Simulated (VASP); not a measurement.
A run of VASP 6.6.1 is set up as follows.

INCAR

```
PREC     = Accurate       # precision mode
ENCUT    = 520            # plane-wave cutoff, eV
EDIFF    = 1E-6           # SCF threshold, eV
ISMEAR   = 0              # smearing method
SIGMA    = 0.15           # smearing width, eV
LREAL    = F              # projectors in reciprocal space
LASPH    = T              # aspherical terms in the spheres
NELM     = 60             # most SCF steps
ALGO     = Fast           # electronic algorithm
ISIF     = 2              # what is computed and relaxed
LWAVE    = F              # write WAVECAR
LCHARG   = F              # write CHGCAR
GGA      = PE             # functional
IVDW     = 12             # dispersion correction
NBANDS   = 18             # bands
```

The input KPOINTS:

```
regular mesh
0
Gamma
  16 16 12
```

The input POSCAR:

```
Ag
1.0
    0.0000000000     -2.0431000000     -2.0431000000
    0.0000000000      2.0431000000     -2.0431000000
    4.0862000000      0.0000000000      0.0000000000
Ag
2
Direct
    0.5073417845      0.4926582155      0.5000000000
   -0.0073417845      0.0073417845      0.0000000000
```

Potentials or basis: VASP PAW PBE potentials, release 64 (Ag).

The run is started by

```bash
$ cat potpaw_PBE.64/Ag/POTCAR > POTCAR
$ mpirun -np 1 vasp_std > vasp.out
```

Q: Predict the band gap on the k mesh.

A: Zero (bands 11 and 12 overlap by 9.31 eV).

Q: Predict the dispersion energy per atom.

A: -0.589 eV.

Q: What does it give for the pressure?

A: -1.1 GPa.

Q: Predict the largest force.

A: 0.161 eV/Å.

Stress tensor (GPa, compression positive):
```
-1.23  0.00  0.00
 0.00 -0.94  0.00
 0.00  0.00 -1.06
```
